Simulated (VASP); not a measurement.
Here is a VASP 6.6.1 calculation.

INCAR

```
PREC = Accurate ; ENCUT = 520
EDIFF = 1E-7 ; ISMEAR = 0
SIGMA = 0.05 ; LREAL = F
LASPH = T ; NELM = 150
ALGO = Normal ; ISIF = 2
LWAVE = F ; LCHARG = T
ISPIN = 2 ; MAGMOM = 0.5 0.5 0.5 0.5
LORBIT = 11 ; GGA = PE
LELF = T ; LVHAR = T
NBANDS = 30
```

KPOINTS

```
Automatic mesh
0
Gamma
  1 1 13
```

Contents of POSCAR:

```
InP
1.0
   11.6000000000      0.0000000000      0.0000000000
    0.0000000000      9.3000000000      0.0000000000
    0.0000000000      0.0000000000      5.0940145944
In P
2 2
Direct
    0.3971345137      0.5000000000      0.0000000000
    0.6028654863      0.5000000000      0.5000000000
    0.3817824219      0.5000000000      0.5000000000
    0.6182175781      0.5000000000      0.0000000000
```

Potentials or basis: VASP PAW PBE potentials, release 64 (In_d, P).

Launch:

```sh
$ cat potpaw_PBE.64/In_d/POTCAR potpaw_PBE.64/P/POTCAR > POTCAR
$ mpirun -np 1 vasp_std > vasp.out
```

(1) Predict the site moments.

(2) Predict the net moment.

Answers

(1) In -0.01; P +0.10 μB.

(2) 0.46 μB per cell.

Caveat: a moment this small can come from the mesh or the smearing.
